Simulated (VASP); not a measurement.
Wanted: the native input for a VASP 6.6.1 run.

- Task: single point
- Functional: LDA
- Potentials or basis: VASP PAW LDA potentials, release 64 (Cl)
- Cutoff: 520 eV
- k mesh: 15 × 15 × 15
- Occupations: fermi-dirac, width 0.08 eV
- Spin: no spin polarisation
- Dipole correction: no
- Further INCAR settings: ALGO = Normal; EDIFF = 1e-07; NBANDS = 10

The structure of Cl lies in POSCAR:

```
Cl
1.0
    2.1794168765      0.0000000000      0.0000000000
    0.0000000000      2.1794168765      0.0000000000
    0.0000000000      0.0000000000      2.1794168765
Cl
1
Direct
    0.0000000000      0.0000000000      0.0000000000
```

This cell differs from its parent crystal: volume scaled by 0.5.

These files were run (other wordings do the same):

INCAR

```
PREC = Accurate
ENCUT = 520
EDIFF = 1E-7
ISMEAR = -1
SIGMA = 0.08
LREAL = False
LASPH = True
NELM = 100
ALGO = Normal
ISIF = 2
LWAVE = False
LCHARG = True
LELF = True
LVHAR = True
NBANDS = 10
```

KPOINTS

```
Automatic mesh
0
Gamma
  15 15 15
```

Potentials or basis: VASP PAW LDA potentials, release 64 (Cl).

Launch:

```sh
$ cat potpaw_LDA.64/Cl/POTCAR > POTCAR
$ mpirun -np 1 vasp_std > vasp.out
```

Results of the run:

```json
{"Pressure": "158.7 GPa"}
```

Caveat: an odd number of electrons without spin polarisation forces a metal; a magnetic or distorted state may lie lower.

It took 1.9 s on 1 thread of Intel(R) Xeon(R) 6975P-C (Granite Rapids), with other jobs on the host, peak memory 0.11 GiB.
